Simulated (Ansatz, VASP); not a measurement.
# Two plane-wave programs on Ni

```
CELL_PARAMETERS angstrom
0.00000 1.71212 1.71212
1.71212 0.00000 1.71212
1.71212 1.71212 0.00000
ATOMIC_POSITIONS crystal
Ni 0.00000 0.00000 0.00000
```

Alike in both runs: functional LDA; k mesh 20 × 20 × 20; occupations fermi-dirac, width 0.05 eV; collinear spin.

Ansatz relaxed the structure, and its values are those at the end. VASP's run is a single point on that final structure, the one shown.

|  | VASP | Ansatz |
| --- | --- | --- |
| version | VASP 6.6.1 | Ansatz 0.2.0 |
| potentials or method | VASP PAW LDA potentials, release 64 (Ni) | PAW with Ansatz's default frozen-core files, scalar-relativistic |
| plane-wave cutoff (eV) | 520 | 420 |
| valence electrons in the cell | 10 | 18 |

```tsv
	VASP	Ansatz	Ansatz less VASP
pressure (GPa)	-0.2	0.0	+0.19
net moment per atom (μB)	0.59	0.61	+0.016
size of the moment on the site where the two differ most (μB)	0.59	0.64	+0.043
```

LDA's correlation is that of Perdew and Zunger in VASP and of Perdew and Wang (1992) in Ansatz. Site moments also hang on the region over which each program counts them. VASP's potentials hold 10 valence electrons a cell and Ansatz's 18, so a difference there can come from the potentials and not from the codes.
